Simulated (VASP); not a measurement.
# W3O (P4_2/mmc) in VASP: a series of runs

W3O is run at these levels: PBEsol; tasks: single point.

All numbers are computed with VASP 6.6.1; they aren't measurements. Logs are shortened: lines on timing, memory, paths and dates and some standing lists are left out, and cuts for length are marked.

### 1 The cell of the first run

The structure is tetragonal, space group P4_2/mmc (No. 131). Conventional cell: a = 4.831 Å, b = 4.831 Å, c = 4.976 Å, α = 90.00°, β = 90.00°, γ = 90.00°. W (site symmetry m2m) has 10 W at 2.42 to 3.02 Å and 4 O at 2.70 to 2.77 Å within 3.2 Å. W (site symmetry -4m2) has 10 W at 2.49 to 2.97 Å and 4 O at 2.72 Å within 3.3 Å. O (site symmetry mmm) has 12 W at 2.70 to 2.77 Å within 3.6 Å.

### 2 Single point, PBEsol (strain +0.000 along x and y, +0.030 along z)

Input file INCAR:

```
SYSTEM = W3O
PREC = Accurate
ENCUT = 520
EDIFF = 1E-7
ISMEAR = 0
SIGMA = 0.15
LREAL = .False.
LASPH = .True.
NELM = 60
ALGO = Normal
ISIF = 2
LWAVE = .False.
LCHARG = .False.
GGA = PS
NBANDS = 58
```

Input file KPOINTS:

```
regular mesh
0
Gamma
  8 8 8
  0 0 0
```

Input file POSCAR:

```
W3O
1.0
    4.8313496660      0.0000000000      0.0000000000
    0.0000000000      4.8313496660      0.0000000000
    0.0000000000      0.0000000000      4.9762901560
W O
6 2
Direct
    0.5000000000      0.7500000000      0.0000000000
    0.0000000000      0.5000000000      0.7500000000
    0.2500000000      0.0000000000      0.5000000000
    0.5000000000      0.2500000000      0.0000000000
    0.0000000000      0.5000000000      0.2500000000
    0.7500000000      0.0000000000      0.5000000000
    0.5000000000      0.5000000000      0.5000000000
    0.0000000000      0.0000000000      0.0000000000
```

Potentials or basis: VASP PAW PBE potentials, release 64 (W_sv, O).

On the command line:

```console
> cat potpaw_PBE.64/W_sv/POTCAR potpaw_PBE.64/O/POTCAR > POTCAR
> mpirun -np 1 vasp_std > vasp.out
```

OUTCAR:

```text
SYSTEM = W3O
   PREC = Accurate
   ENCUT = 520
   EDIFF = 1E-7
   ISMEAR = 0
   LREAL = .False.
   LASPH = .True.
   NELM = 60
   ISIF = 2
   GGA = PS

 ion  position               nearest neighbor table
   1  0.500  0.750  0.000-   4 2.42   4 2.42   8 2.70   8 2.70   5 2.97   2 2.97   5 2.97   2 2.97
                             6 3.02   3 3.02   3 3.02   6 3.02
   2  0.000  0.500  0.750-   5 2.49   5 2.49   8 2.72   7 2.72   8 2.72   7 2.72   4 2.97   1 2.97
                             3 2.97   6 2.97   6 2.97   1 2.97   4 2.97   3 2.97
   3  0.250  0.000  0.500-   6 2.42   6 2.42   7 2.70   7 2.70   2 2.97   5 2.97   2 2.97   5 2.97
                             4 3.02   1 3.02   1 3.02   4 3.02
   4  0.500  0.250  0.000-   1 2.42   1 2.42   8 2.70   8 2.70   5 2.97   2 2.97   5 2.97   2 2.97
                             6 3.02   3 3.02   3 3.02   6 3.02
   5  0.000  0.500  0.250-   2 2.49   2 2.49   8 2.72   7 2.72   8 2.72   7 2.72   3 2.97   4 2.97
                             3 2.97   6 2.97   6 2.97   1 2.97   4 2.97   1 2.97
   6  0.750  0.000  0.500-   3 2.42   3 2.42   7 2.70   7 2.70   2 2.97   5 2.97   5 2.97   2 2.97
                             1 3.02   4 3.02   1 3.02   4 3.02
   7  0.500  0.500  0.500-   3 2.70   6 2.70   3 2.70   6 2.70   5 2.72   2 2.72   2 2.72   5 2.72

   8  0.000  0.000  0.000-   1 2.70   4 2.70   1 2.70   4 2.70   2 2.72   5 2.72   2 2.72   5 2.72

  LATTYP: Found a simple tetragonal cell.
 ALAT       =     4.8313496660
 C/A-ratio  =     1.0300000000

  Lattice vectors:

 A1 = (   4.8313496660,   0.0000000000,   0.0000000000)
 A2 = (   0.0000000000,   4.8313496660,   0.0000000000)
 A3 = (   0.0000000000,   0.0000000000,   4.9762901560)

Analysis of symmetry for initial positions (statically):
=====================================================================
 Subroutine PRICEL returns:
 Original cell was already a primitive cell.

 Routine SETGRP: Setting up the symmetry group for a
 simple tetragonal supercell.

 Subroutine GETGRP returns: Found 16 space group operations
 (whereof  8 operations were pure point group operations)
 out of a pool of 16 trial point group operations.

The static configuration has the point symmetry D_2h.
 The point group associated with its full space group is D_4h.

Analysis of symmetry for dynamics (positions and initial velocities):
=====================================================================
 Subroutine PRICEL returns:
 Original cell was already a primitive cell.

 Routine SETGRP: Setting up the symmetry group for a
 simple tetragonal supercell.

 Subroutine GETGRP returns: Found 16 space group operations
 (whereof  8 operations were pure point group operations)
 out of a pool of 16 trial point group operations.

The dynamic configuration has the point symmetry D_2h.
 The point group associated with its full space group is D_4h.

 Subroutine INISYM returns: Found 16 space group operations
 (whereof  8 operations are pure point group operations),
 and found     1 'primitive' translations

----------------------------------------------------------------------------------------

                                     Primitive cell

  volume of cell :     116.1563

  direct lattice vectors                    reciprocal lattice vectors
     4.831349666  0.000000000  0.000000000     0.206981500  0.000000000  0.000000000
     0.000000000  4.831349666  0.000000000     0.000000000  0.206981500  0.000000000
     0.000000000  0.000000000  4.976290156     0.000000000  0.000000000  0.200952912

  length of vectors
     4.831349666  4.831349666  4.976290156     0.206981500  0.206981500  0.200952912

  position of ions in fractional coordinates (direct lattice)
     0.500000000  0.750000000  0.000000000
     0.000000000  0.500000000  0.750000000
     0.250000000  0.000000000  0.500000000
     0.500000000  0.250000000  0.000000000
     0.000000000  0.500000000  0.250000000
     0.750000000  0.000000000  0.500000000
     0.500000000  0.500000000  0.500000000
     0.000000000  0.000000000  0.000000000

  ion indices of the primitive-cell ions
   primitive index   ion index
                 1           1
                 2           2
                 3           3
                 4           4
                 5           5
                 6           6
                 7           7
                 8           8

----------------------------------------------------------------------------------------

 KPOINTS: regular mesh

Automatic generation of k-mesh.
 Grid dimensions read from file:
 generate k-points for:    8    8    8

 Generating k-lattice:

  Cartesian coordinates                     Fractional coordinates (reciprocal lattice)
     0.025872687  0.000000000  0.000000000     0.125000000  0.000000000  0.000000000
     0.000000000  0.025872687  0.000000000     0.000000000  0.125000000  0.000000000
     0.000000000  0.000000000  0.025119114     0.000000000  0.000000000  0.125000000

  Length of vectors
     0.025872687  0.025872687  0.025119114

  Shift w.r.t. Gamma in fractional coordinates (k-lattice)
     0.000000000  0.000000000  0.000000000

 Subroutine IBZKPT returns following result:
 ===========================================

 Found     75 irreducible k-points:

 Following reciprocal coordinates:
            Coordinates               Weight
  0.000000  0.000000  0.000000      1.000000
  0.125000  0.000000  0.000000      4.000000
  0.250000  0.000000  0.000000      4.000000
  0.375000  0.000000  0.000000      4.000000
  0.500000  0.000000  0.000000      2.000000
  0.125000  0.125000  0.000000      4.000000
[... 16 lines left out ...]
  0.375000  0.125000  0.125000     16.000000
  0.500000  0.125000  0.125000      8.000000
 [... further k-points ...]
   k-points           NKPTS =     75   k-points in BZ     NKDIM =     75   number of bands    NBANDS=     58
   number of dos      NEDOS =    301   number of ions     NIONS =      8
   total plane-waves  NPLWV =  51840
   dimension x,y,z NGX =    36 NGY =   36 NGZ =   40
   dimension x,y,z NGXF=    72 NGYF=   72 NGZF=   80
   ions per type =               6   2
   NGX,Y,Z   is equivalent  to a cutoff of  12.39, 12.39, 13.36 a.u.
   NGXF,Y,Z  is equivalent  to a cutoff of  24.78, 24.78, 26.73 a.u.
 SYSTEM =  W3O
   PREC   = accura    normal or accurate (medium, high low for compatibility)
   ISTART =      0    job   : 0-new  1-cont  2-samecut
   ICHARG =      2    charge: 1-file 2-atom 10-const
   ISPIN  =      1    spin polarized calculation?
   LNONCOLLINEAR =      F non collinear calculations
   LSORBIT =      F    spin-orbit coupling
   LASPH  =      T    aspherical Exc in radial PAW
   ENCUT  =  520.0 eV  38.22 Ry    6.18 a.u.   8.98  8.98  9.25*2*pi/ulx,y,z
   NELM   =     60;   NELMIN=  2; NELMDL= -5     # of ELM steps
   EDIFF  = 0.1E-06   stopping-criterion for ELM
   LREAL  =      F    real-space projection
   EDIFFG = 0.1E-05   stopping-criterion for IOM
   NSW    =      0    number of steps for IOM
   IBRION =     -1    ionic relax: 0-MD 1-quasi-New 2-CG
   NFREE  =      0    steps in history (QN), initial steepest desc. (CG)
   ISIF   =      2    stress and relaxation
   ISYM   =      2    0-nonsym 1-usesym 2-fastsym
   POTIM  = 0.5000    time-step for ionic-motion
   TEBEG  =    0.0;   TEEND  =   0.0 temperature during run
   PSTRESS=    0.0 pullay stress
   NELECT =      96.0000    total number of electrons
   NUPDOWN=      -1.0000    fix difference up-down
   EMIN   =  10.00;   EMAX   =-10.00  energy-range for DOS
   EFERMI =   0.00;   METHOD = LEGACY
   ISMEAR =     0;   SIGMA  =   0.15  broadening in eV -4-tet -1-fermi 0-gaus
   EFERMI_NEDOS =   21; number of points for ismear=-14 and -15
   IALGO  =     38    algorithm
   IMIX   =      4    mixing-type and parameters
     AMIX     =   0.40;   BMIX     =  1.00
     AMIX_MAG =   1.60;   BMIX_MAG =  1.00
  volume/ion in A,a.u.               =      14.52        97.98
  Fermi-wavevector in a.u.,A,eV,Ry     =   1.536329  2.903242 32.113944  2.360308
  Thomas-Fermi vector in A             =   2.642993
   LORBIT       =      0    0 simple, 1 ext, 2 COOP (PROOUT), +10 PAW based schemes
   GGA     = PS    functional components
   LHFCALC =     F    Hartree Fock is set to
   AEXX    =    0.0000 exact exchange contribution
   IVDW    =     0    specifies the selected vdW correction
   LEPSILON=     F    determine dielectric tensor
   LRPA    =     F    only Hartree local field effects (RPA)
 non-spin polarized calculation
 Gauss-broadening in eV      SIGMA  =   0.15
  energy-cutoff  :      520.00
  volume of cell :      116.16
 maximum number of plane-waves:      3160
 NGX is ok and might be reduce to    36
   NGX = 17   NGY = 17   NGZ = 19

 number of electron      95.9999967 magnetization

 Free energy of the ion-electron system (eV)
  ---------------------------------------------------
  ext. energy  EPLUGINS =         0.00000000
  ---------------------------------------------------
  free energy    TOTEN  =       -86.48307251 eV

  energy without entropy =      -86.40866952  energy(sigma->0) =      -86.44587101

 E-fermi :   9.6649     XC(G=0): -13.2387

 val. band max:        9.6593115881   @ k =   0.5000   0.1250   0.3750
 cond. band min:       9.6747622636   @ k =   0.5000   0.1250   0.1250
 fundamental gap:      0.0154506754
 Fermi energy:         9.6648914280

 k-point     1 :       0.0000    0.0000    0.0000
  band No.  band energies     occupation
      1     -64.5479      2.00000
      2     -64.4921      2.00000
      3     -64.4884      2.00000
      4     -64.3258      2.00000
      5     -64.2519      2.00000
      6     -64.2519      2.00000
[... 50 lines left out ...]
     57      13.1425      0.00000
     58      13.2995      0.00000

 k-point     2 :       0.1250    0.0000    0.0000
  band No.  band energies     occupation
      1     -64.5437      2.00000
      2     -64.4914      2.00000
      3     -64.4839      2.00000
      4     -64.3258      2.00000
      5     -64.2617      2.00000
      6     -64.2519      2.00000
[... 50 lines left out ...]
     57      12.8815      0.00000
     58      13.3595      0.00000
[... 1279 lines left out ...]
     57      12.2089      0.00000
     58      12.4517      0.00000

 k-point    24 :       0.5000    0.1250    0.1250
  band No.  band energies     occupation
      1     -64.5066      2.00000
      2     -64.5012      2.00000
      3     -64.3798      2.00000
      4     -64.3787      2.00000
      5     -64.3327      2.00000
      6     -64.2618      2.00000
[... 50 lines left out ...]
     57      12.0690      0.00000
     58      12.1955      0.00000

 [... further k-points ...]
[... 5 lines left out ...]
  --------------------------------------------------------------------------------------
  -------------------------------------------------------------------------------------
  Total       -4.0896066     -4.0896066     -5.7226710     -0.0000000      0.0000000      0.0000000
  in kB      -56.4091397    -56.4091397    -78.9344750     -0.0000000      0.0000000      0.0000000
  external PRESSURE =     -63.9175848 kB  Pullay stress =       0.0000000 kB

 VOLUME and BASIS-vectors are now :
 -----------------------------------------------------------------------------
  energy-cutoff  :      520.00
  volume of cell :      116.16
      direct lattice vectors                 reciprocal lattice vectors
     4.831349666  0.000000000  0.000000000     0.206981500  0.000000000  0.000000000
     0.000000000  4.831349666  0.000000000     0.000000000  0.206981500  0.000000000
     0.000000000  0.000000000  4.976290156     0.000000000  0.000000000  0.200952912

 POSITION                                       TOTAL-FORCE (eV/Angst)
 -----------------------------------------------------------------------------------
      2.41567      3.62351      0.00000         0.000000     -0.279274      0.000000
      0.00000      2.41567      3.73222         0.000000      0.000000      0.000000
      1.20784      0.00000      2.48815        -0.279274      0.000000     -0.000000
      2.41567      1.20784      0.00000         0.000000      0.279274     -0.000000
      0.00000      2.41567      1.24407         0.000000      0.000000      0.000000
      3.62351      0.00000      2.48815         0.279274     -0.000000     -0.000000
      2.41567      2.41567      2.48815         0.000000      0.000000     -0.000000
      0.00000      0.00000      0.00000         0.000000      0.000000     -0.000000
 -----------------------------------------------------------------------------------
    total drift:                                0.000000      0.000000     -0.000000

  FREE ENERGIE OF THE ION-ELECTRON SYSTEM (eV)
  ---------------------------------------------------
  free  energy   TOTEN  =       -86.4830725074 eV

  energy  without entropy=      -86.4086695175  energy(sigma->0) =      -86.44587101
```

Wall time 5 min (1 thread of AMD EPYC 9R45 (Zen 5), shared host); peak memory 0.43 GiB.

Results:

* Free energy: -86.4831 eV
* Pressure: -6.4 GPa
* Largest force: 0.279 eV/Å
* Band gap on the k mesh: zero (bands 48 and 49 overlap by 0.94 eV)

Forces on the atoms (eV/Å):
```
W    0.000 -0.279  0.000
W    0.000  0.000  0.000
W   -0.279  0.000  0.000
W    0.000  0.279  0.000
W    0.000  0.000  0.000
W    0.279  0.000  0.000
O    0.000  0.000  0.000
O    0.000  0.000  0.000
```

Levels at points of the mesh, in eV from the Fermi level:
```
           k point  band 46  band 47  band 48  band 49  band 50  band 51
(0.00, 0.00, 0.00)    -0.72    -0.13     0.28     0.28     1.28     1.39
(0.50, 0.00, 0.00)    -0.81     0.28     0.39     0.50     0.53     0.81
(0.50, 0.50, 0.00)    -0.38    -0.28    -0.28    -0.19    -0.06    -0.06
(0.00, 0.00, 0.50)    -1.03     0.44     0.44     0.55     0.55     1.18
(0.50, 0.00, 0.50)    -0.50    -0.47    -0.23    -0.19    -0.13    -0.03
(0.50, 0.50, 0.50)    -1.04    -0.91    -0.91    -0.23    -0.23     0.56
```

Caveat: the cell differs from its parent crystal (strain +0.000 along x and y, +0.030 along z); the cell stands under tension; the PAW data sets were made with another functional, which shifts forces and pressure a little; spin-orbit coupling is left out, which moves the levels of the heavy elements.

### 3 Single point, PBEsol (strain +0.015 along x and y, +0.000 along z)

Input file INCAR:

```
SYSTEM = W3O
  ALGO = Normal
  EDIFF = 1E-6
  ENCUT = 520
  GGA = PS
  ISIF = 2
  ISMEAR = 0
  LASPH = .TRUE.
  LCHARG = .TRUE.
  LELF = .TRUE.
  LREAL = .FALSE.
  LVHAR = .TRUE.
  LWAVE = .FALSE.
  NBANDS = 58
  NELM = 80
  PREC = Accurate
  SIGMA = 0.15
```

Input file KPOINTS:

```
k-points
0
G
  8 8 8
  0 0 0
```

POSCAR: that of step 2 with these lines changed.

```diff
@@ -2,5 +2,5 @@
 1.0
-    4.8313496660      0.0000000000      0.0000000000
-    0.0000000000      4.8313496660      0.0000000000
-    0.0000000000      0.0000000000      4.9762901560
+    4.9038199110      0.0000000000      0.0000000000
+    0.0000000000      4.9038199110      0.0000000000
+    0.0000000000      0.0000000000      4.8313496660
 W O
```

Potentials or basis: VASP PAW PBE potentials, release 64 (W_sv, O).

On the command line:

```console
> cat potpaw_PBE.64/W_sv/POTCAR potpaw_PBE.64/O/POTCAR > POTCAR
> mpirun -np 1 vasp_std > vasp.out
```

It took 4.5 min on 1 thread of AMD EPYC 9R45 (Zen 5), shared host; peak memory 0.42 GiB.

The run converged. Its results:

| Property | Result |
| --- | --- |
| Free energy | -86.4928 eV |
| Pressure | -6.5 GPa |
| Largest force | 0.129 eV/Å |
| Band gap on the k mesh | zero (bands 48 and 49 overlap by 0.84 eV) |

Forces on the atoms (eV/Å):
```
W    0.000  0.129  0.000
W    0.000  0.000  0.000
W    0.129  0.000  0.000
W    0.000 -0.129  0.000
W    0.000  0.000  0.000
W   -0.129  0.000  0.000
O    0.000  0.000  0.000
O    0.000  0.000  0.000
```

Stress tensor (GPa, compression positive):
```
-7.07  0.00  0.00
 0.00 -7.07  0.00
 0.00  0.00 -5.45
```

Levels at points of the mesh, in eV from the Fermi level:
| k point | band 46 | band 47 | band 48 | band 49 | band 50 | band 51 |
| --- | --- | --- | --- | --- | --- | --- |
| (0.00, 0.00, 0.00) | -0.73 | 0.06 | 0.06 | 0.28 | 1.32 | 1.32 |
| (0.50, 0.00, 0.00) | -0.93 | 0.40 | 0.40 | 0.46 | 0.53 | 0.99 |
| (0.50, 0.50, 0.00) | -0.46 | -0.46 | -0.24 | -0.21 | -0.21 | -0.03 |
| (0.00, 0.00, 0.50) | -0.84 | 0.39 | 0.39 | 0.43 | 0.43 | 0.99 |
| (0.50, 0.00, 0.50) | -0.40 | -0.35 | -0.31 | -0.16 | -0.12 | -0.10 |
| (0.50, 0.50, 0.50) | -1.00 | -0.95 | -0.95 | -0.25 | -0.25 | 0.56 |

Caveat: the cell differs from its parent crystal (strain +0.015 along x and y, +0.000 along z); the cell stands under tension; the PAW data sets were made with another functional, which shifts forces and pressure a little; spin-orbit coupling is left out, which moves the levels of the heavy elements.
